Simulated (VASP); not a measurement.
# MgZnO4 (P4/mmm) in VASP: notebook, part 2 of 2

VASP 6.6.1. The steps go on from the part before.

### 3 Single point, PBE, collinear spin, ferromagnetic start

This run uses another cell than the first one, of 10.44 Å³/atom.

The input, INCAR:

```
SYSTEM = MgZnO4
PREC     = Accurate       ! precision mode
ENCUT    = 520            ! plane-wave cutoff, eV
EDIFF    = 1E-6           ! SCF threshold, eV
ISMEAR   = 0              ! smearing method
SIGMA    = 0.1            ! smearing width, eV
LREAL    = .FALSE.        ! projectors in reciprocal space
LASPH    = .TRUE.         ! aspherical terms in the spheres
NELM     = 150            ! most SCF steps
ALGO     = Normal         ! electronic algorithm
ISIF     = 2              ! what is computed and relaxed
LWAVE    = .FALSE.        ! write WAVECAR
LCHARG   = .FALSE.        ! write CHGCAR
ISPIN    = 2              ! spin polarisation
MAGMOM   = 0 0 1 1 1 1    ! initial moments
LORBIT   = 11             ! projections on sites
GGA      = PE             ! functional
NBANDS   = 32             ! bands
```

The input, KPOINTS:

```
regular mesh
0
G
  6 6 4
  0 0 0
```

The input, POSCAR:

```
MgZnO4
1.0
    3.5707294670      0.0000000000      0.0000000000
    0.0000000000      3.5707294670      0.0000000000
    0.0000000000      0.0000000000      4.9108236949
Mg Zn O
1 1 4
Direct
    0.0000000000      0.0000000000      0.0000000000
    0.5000000000      0.5000000000      0.5000000000
    0.5000000000      0.0000000000      0.7513068306
    0.0000000000      0.5000000000      0.2486931694
    0.5000000000      0.0000000000      0.2486931694
    0.0000000000      0.5000000000      0.7513068306
```

Potentials or basis: VASP PAW PBE potentials, release 64 (Mg, Zn, O).

Launch:

```sh
$ cat potpaw_PBE.64/Mg/POTCAR potpaw_PBE.64/Zn/POTCAR potpaw_PBE.64/O/POTCAR > POTCAR
$ mpirun -np 1 vasp_std > vasp.out
```

OUTCAR:

```text
SYSTEM = MgZnO4
   PREC = Accurate
   ENCUT = 520
   EDIFF = 1E-6
   ISMEAR = 0
   LREAL = .FALSE.
   LASPH = .TRUE.
   NELM = 150
   ISIF = 2
   ISPIN = 2
   LORBIT = 11
   GGA = PE

 ion  position               nearest neighbor table
   1  0.000  0.000  0.000-   3 2.16   4 2.16   5 2.16   6 2.16   4 2.16   6 2.16   3 2.16   5 2.16

   2  0.500  0.500  0.500-   3 2.17   4 2.17   5 2.17   6 2.17   3 2.17   5 2.17   4 2.17   6 2.17

   3  0.500  0.000  0.751-   1 2.16   1 2.16   2 2.17   2 2.17
   4  0.000  0.500  0.249-   1 2.16   1 2.16   2 2.17   2 2.17
   5  0.500  0.000  0.249-   1 2.16   1 2.16   2 2.17   2 2.17
[... 1879 lines left out ...]
      0.00000      0.00000      0.00000         0.000000     -0.000000      0.000000
      1.78536      1.78536      2.45541         0.000000     -0.000000      0.000000
      1.78536      0.00000      3.68954         0.000000     -0.000000      0.056288
      0.00000      1.78536      1.22129        -0.000000      0.000000     -0.056288
      1.78536      0.00000      1.22129        -0.000000      0.000000     -0.056288
      0.00000      1.78536      3.68954         0.000000     -0.000000      0.056288
 -----------------------------------------------------------------------------------
    total drift:                                0.000000      0.000000      0.000000

  FREE ENERGIE OF THE ION-ELECTRON SYSTEM (eV)
  ---------------------------------------------------
  free  energy   TOTEN  =       -26.6400342924 eV

  energy  without entropy=      -26.6338565165  energy(sigma->0) =      -26.63694540

 total charge

# of ion       s       p       d       tot
------------------------------------------
    1        0.130   0.150   0.063   0.343
    2        0.389   0.393   9.816  10.599
    3        1.600   3.239   0.000   4.839
    4        1.600   3.239   0.000   4.839
    5        1.600   3.239   0.000   4.839
    6        1.600   3.239   0.000   4.839
--------------------------------------------------
tot          6.920  13.500   9.879  30.299

 magnetization (x)

# of ion       s       p       d       tot
------------------------------------------
    1       -0.011  -0.005   0.004  -0.012
    2       -0.040  -0.020   0.141   0.081
    3        0.011   0.847   0.000   0.858
    4        0.011   0.847   0.000   0.858
    5        0.011   0.847   0.000   0.858
    6        0.011   0.847   0.000   0.858
--------------------------------------------------
tot         -0.006   3.361   0.145   3.501
```

OSZICAR:

```text
N       E                     dE             d eps       ncg     rms          rms(c)
DAV:   1     0.317630144821E+03    0.31763E+03   -0.18763E+04  3968   0.139E+03
DAV:   2     0.375332201204E+01   -0.31388E+03   -0.29185E+03  4064   0.356E+02
DAV:   3    -0.289329539694E+02   -0.32686E+02   -0.31649E+02  4752   0.109E+02
DAV:   4    -0.295626356908E+02   -0.62968E+00   -0.62779E+00  4048   0.164E+01
DAV:   5    -0.295664147451E+02   -0.37791E-02   -0.37789E-02  4528   0.134E+00    0.168E+01
DAV:   6    -0.301743355038E+02   -0.60792E+00   -0.68277E+01  4536   0.175E+02    0.207E+01
DAV:   7    -0.273410444462E+02    0.28333E+01   -0.78618E+00  4520   0.358E+01    0.854E+00
DAV:   8    -0.265602337884E+02    0.78081E+00   -0.24550E+00  4176   0.263E+01    0.263E+00
DAV:   9    -0.266308751522E+02   -0.70641E-01   -0.49436E-01  5184   0.795E+00    0.966E-01
DAV:  10    -0.266348203775E+02   -0.39452E-02   -0.65684E-02  4472   0.182E+00    0.688E-01
DAV:  11    -0.266390965391E+02   -0.42762E-02   -0.38575E-03  4920   0.606E-01    0.239E-01
DAV:  12    -0.266398340808E+02   -0.73754E-03   -0.12465E-03  4080   0.738E-01    0.103E-01
DAV:  13    -0.266399868280E+02   -0.15275E-03   -0.46976E-04  4352   0.213E-01    0.319E-02
DAV:  14    -0.266400118010E+02   -0.24973E-04   -0.29705E-05  4808   0.554E-02    0.142E-02
DAV:  15    -0.266400308936E+02   -0.19093E-04   -0.15494E-05  4192   0.349E-02    0.889E-03
DAV:  16    -0.266400336679E+02   -0.27743E-05   -0.43859E-06  4344   0.261E-02    0.287E-03
DAV:  17    -0.266400342924E+02   -0.62445E-06   -0.79564E-07  3448   0.550E-03
   1 F= -.26640034E+02 E0= -.26636945E+02  d E =-.617778E-02  mag=     3.9979
```

Run time: 81 s. Hardware: 1 thread of AMD EPYC 9R45 (Zen 5), shared host; peak memory 0.22 GiB.

What came out:

| Item | Value |
| --- | --- |
| Free energy | -26.6400 eV |
| Pressure | -0.2 GPa |
| Largest force | 0.056 eV/Å |
| Band gap on the k mesh | zero (filled and empty bands overlap) |
| Net moment | 4.00 μB per cell |
| Site moments | Mg -0.01; Zn +0.08; O +0.86 μB |
| Valence electrons inside the program's atomic spheres | Mg 0.34; Zn 10.60; O 4.84 |

Forces in eV/Å, atoms in the order of the input:
```
Mg   0.000  0.000  0.000
Zn   0.000  0.000  0.000
O    0.000  0.000  0.056
O    0.000  0.000 -0.056
O    0.000  0.000 -0.056
O    0.000  0.000  0.056
```

Stress tensor (GPa, compression positive):
```
-0.19  0.00  0.00
 0.00 -0.19  0.00
 0.00  0.00 -0.08
```

### 4 Relaxation of cell and atoms, PBE, collinear spin, ferromagnetic start

The input, INCAR:

```
PREC = Accurate
ENCUT = 600
EDIFF = 1E-6
ISMEAR = 0
SIGMA = 0.1
LREAL = False
LASPH = True
NELM = 150
ALGO = Normal
ISIF = 3
LWAVE = False
LCHARG = False
ISPIN = 2
MAGMOM = 0 0 1 1 1 1
LORBIT = 11
GGA = PE
IBRION = 2
NSW = 90
EDIFFG = -0.04
```

The input, KPOINTS:

```
regular mesh
0
Gamma
  6 6 4
```

The input, POSCAR:

```
MgZnO4
1.0
    3.4351185300      0.0000000000      0.0000000000
    0.0000000000      3.4351185300      0.0000000000
    0.0000000000      0.0000000000      4.9301617500
Mg Zn O
1 1 4
Direct
    0.0000000000      0.0000000000      0.0000000000
    0.5000000000      0.5000000000      0.5000000000
    0.5000000000      0.0000000000      0.7338745000
    0.0000000000      0.5000000000      0.2661255000
    0.5000000000      0.0000000000      0.2661255000
    0.0000000000      0.5000000000      0.7338745000
```

Launch:

```sh
$ cat potpaw_PBE.64/Mg/POTCAR potpaw_PBE.64/Zn/POTCAR potpaw_PBE.64/O/POTCAR > POTCAR
$ mpirun -np 1 vasp_std > vasp.out
```

Run time: 5.1 min. Hardware: 1 thread of AMD EPYC 9R45 (Zen 5), shared host; peak memory 0.23 GiB.

Results (log left out):

```yaml
Free_energy: -26.6364 eV
Relaxed_volume: 10.42 Å³/atom
Relaxed_cell: a = 3.567 Å, b = 3.567 Å, c = 4.912 Å, α = 90.00°, β = 90.00°, γ = 90.00°
Space_group_after_relaxing_to_0.1_Å: P4/mmm (No. 123)
Energy_gained_by_relaxing: 57.1 meV/atom
Ionic_steps: 9
Pressure_after_relaxing: 0.0 GPa
Largest_force_after_relaxing: 0.029 eV/Å
Band_gap_on_the_k_mesh: zero (filled and empty bands overlap)
Net_moment: 4.00 μB per cell
Site_moments: Mg -0.01; Zn +0.08; O +0.86 μB
Valence_electrons_inside_the_program's_atomic_spheres: Mg 0.35; Zn 10.59; O 4.84
```

Forces in eV/Å, atoms in the order of the input:
```
Mg   0.000  0.000  0.000
Zn   0.000  0.000  0.000
O    0.000  0.000 -0.029
O    0.000  0.000  0.029
O    0.000  0.000  0.029
O    0.000  0.000 -0.029
```

Stress tensor (GPa, compression positive):
```
 0.02  0.00  0.00
 0.00  0.02  0.00
 0.00  0.00 -0.14
```

Step by step:
```csv
step,energy change (eV),largest force (eV/Å),pressure (GPa),volume (Å³)
1,0.0000,1.1325,11.67,58.18
2,-0.2889,0.2918,-3.06,64.32
3,-0.2915,0.3500,-1.93,63.72
4,-0.3229,0.1811,-0.68,62.94
5,-0.3348,0.0231,0.64,62.21
6,-0.3350,0.0004,0.76,62.11
7,-0.3402,0.0317,0.09,62.47
8,-0.3414,0.0558,-0.40,62.72
9,-0.3429,0.0289,-0.04,62.50
```

Final structure:
```
CELL_PARAMETERS angstrom
3.56705 0.00000 0.00000
0.00000 3.56705 0.00000
0.00000 0.00000 4.91177
ATOMIC_POSITIONS crystal
Mg 0.00000 0.00000 0.00000
Zn 0.50000 0.50000 0.50000
O 0.50000 0.00000 0.75308
O 0.00000 0.50000 0.24692
O 0.50000 0.00000 0.24692
O 0.00000 0.50000 0.75308
```

Levels at points of the mesh, in eV from the Fermi level:
Spin up:
| k point | band 18 | band 19 | band 20 | band 21 | band 22 | band 23 | band 24 | band 25 |
| --- | --- | --- | --- | --- | --- | --- | --- | --- |
| (0.00, 0.00, 0.00) | -0.98 | -0.39 | -0.39 | -0.19 | 4.80 | 8.76 | 10.62 | 11.70 |
| (0.50, 0.00, 0.00) | -2.05 | -1.16 | -0.60 | -0.31 | 7.17 | 9.76 | 11.05 | 11.65 |
| (0.50, 0.50, 0.00) | -0.35 | -0.32 | -0.32 | -0.15 | 6.71 | 10.07 | 11.23 | 11.23 |
| (0.00, 0.00, 0.50) | -0.97 | -0.97 | -0.64 | -0.64 | 6.12 | 8.14 | 10.04 | 10.29 |
| (0.50, 0.00, 0.50) | -2.16 | -2.16 | -1.56 | -1.53 | 7.46 | 10.32 | 10.40 | 11.27 |
| (0.50, 0.50, 0.50) | -0.64 | -0.50 | -0.34 | -0.15 | 7.68 | 11.09 | 11.62 | 11.88 |
Spin down:
```csv
k point,band 14,band 15,band 16,band 17,band 18,band 19,band 20,band 21
"(0.00, 0.00, 0.00)",-1.25,-1.22,0.35,0.35,0.79,1.26,1.26,1.72
"(0.50, 0.00, 0.00)",-1.60,-1.38,-1.16,-0.92,-0.73,0.32,1.24,1.50
"(0.50, 0.50, 0.00)",-3.30,-2.98,0.81,1.39,1.39,1.46,1.49,1.49
"(0.00, 0.00, 0.50)",-1.82,-1.82,-0.45,0.46,0.62,0.62,0.96,0.96
"(0.50, 0.00, 0.50)",-1.40,-1.27,-1.22,-1.07,-0.94,-0.79,-0.20,-0.11
"(0.50, 0.50, 0.50)",-1.24,-1.24,-0.85,-0.85,1.00,1.18,1.22,1.63
```

### 5 The runs side by side

| task | cell | cutoff (eV) | gap on the mesh (eV) | pressure (GPa) | moment (μB) | largest force (eV/Å) |
| --- | --- | --- | --- | --- | --- | --- |
| single point | a = 3.435, b = 3.435, c = 4.930 Å, 6 atoms, atomic positions A | 520 | none | 11.9 | 3.89 | 1.13 |
| single point | a = 3.571, b = 3.571, c = 4.911 Å, 6 atoms, atomic positions B | 520 | none | -0.2 | 4.00 | 0.06 |
| relaxation of cell and atoms | relaxed from a = 3.435, b = 3.435, c = 4.930 Å, 6 atoms, atomic positions A | 600 | none | 0.0 | 4.00 | 0.03 |

Alike in all rows: level PBE; potentials or basis VASP PAW PBE potentials, release 64 (Mg, Zn, O); spin collinear, ferromagnetic start; k mesh 6 × 6 × 4; smearing gaussian 0.1 eV.

Caveats: the cell stands under pressure (at least some runs); forces of over 1 eV/Å act on the atoms, so gaps and moduli don't describe the material at rest (at least some runs).

Total energies depend on the potentials used, so only differences within one code and one set of settings carry meaning.
